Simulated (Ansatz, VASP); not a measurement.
ZrC in VASP and in Ansatz

Contents of POSCAR:

```
ZrC
1.0
    0.0000000000      2.3650000000      2.3650000000
    2.3650000000      0.0000000000      2.3650000000
    2.3650000000      2.3650000000      0.0000000000
Zr C
1 1
Direct
    0.5000000000      0.5000000000      0.5000000000
    0.0000000000      0.0000000000      0.0000000000
```

INCAR.step1

```
PREC     = Accurate       # precision mode
ENCUT    = 600            # plane-wave cutoff, eV
ISMEAR   = 1              # smearing method
SIGMA    = 0.1            # smearing width, eV
LREAL    = False          # projectors in reciprocal space
LASPH    = True           # aspherical terms in the spheres
NELM     = 60             # most SCF steps
GGA      = PE             # functional
ALGO     = Normal         # electronic algorithm
EDIFF    = 1E-4           # SCF threshold, eV
LWAVE    = True           # write WAVECAR
LCHARG   = False          # write CHGCAR
```

Contents of INCAR.step2:

```
PREC     = Accurate       # precision mode
ENCUT    = 600            # plane-wave cutoff, eV
EDIFF    = 1E-6           # SCF threshold, eV
ISMEAR   = 1              # smearing method
SIGMA    = 0.1            # smearing width, eV
LREAL    = False          # projectors in reciprocal space
LASPH    = True           # aspherical terms in the spheres
NELM     = 60             # most SCF steps
ALGO     = Normal         # electronic algorithm
ISIF     = 3              # what is computed and relaxed
LWAVE    = False          # write WAVECAR
LCHARG   = False          # write CHGCAR
METAGGA  = R2SCAN         # meta-GGA
LMIXTAU  = True         
LUSE_VDW = True         
IVDW_NL  = 2            
BPARAM   = 11.95        
CPARAM   = 0.0093       
IBRION   = 2              # ionic algorithm
NSW      = 100            # ionic steps
EDIFFG   = -0.01          # ionic threshold
ISTART   = 1
```

Contents of KPOINTS:

```
regular mesh
0
Gamma
  12 12 12
```

Input for Ansatz:

```yaml
crystal:
  lattice:
    - [0.0, 2.365, 2.365]
    - [2.365, 0.0, 2.365]
    - [2.365, 2.365, 0.0]
  atoms:
    - { symbol: Zr, position: [0.5, 0.5, 0.5] }
    - { symbol: C, position: [0.0, 0.0, 0.0] }
basis:
  ecutwfc: 550.0
kpoints:
  mp_grid:
    grid: [12, 12, 12]
    shift: [0.0, 0.0, 0.0]
hamiltonian:
  xc: r2scan
  dispersion: rvv10
scf:
  occupations:
    method: cold
    width: 0.1
relax:
  max_steps: 100
  cell: {}
```

Alike in both runs: task relaxation of cell and atoms; functional r2SCAN; dispersion rVV10; k mesh 12 × 12 × 12; no spin polarisation.

|  | VASP | Ansatz |
| --- | --- | --- |
| version | VASP 6.6.1 | Ansatz 0.2.0 |
| potentials or method | VASP PAW PBE potentials, release 64 (Zr_sv, C), cutoff 600 eV | plane waves, PAW |
| occupations | methfessel-paxton of order 1, width 0.1 eV | cold, width 0.1 eV |
| valence electrons in the cell | 16 | 16 |

```csv
,VASP,Ansatz,Ansatz less VASP
relaxed volume (Å³/atom),13.03,13.01,-0.019
relaxed length of the cell vector where the two differ most in proportion (Å),3.327,3.326,-0.0016
```

VASP's potentials were made for PBE, not for r2SCAN.
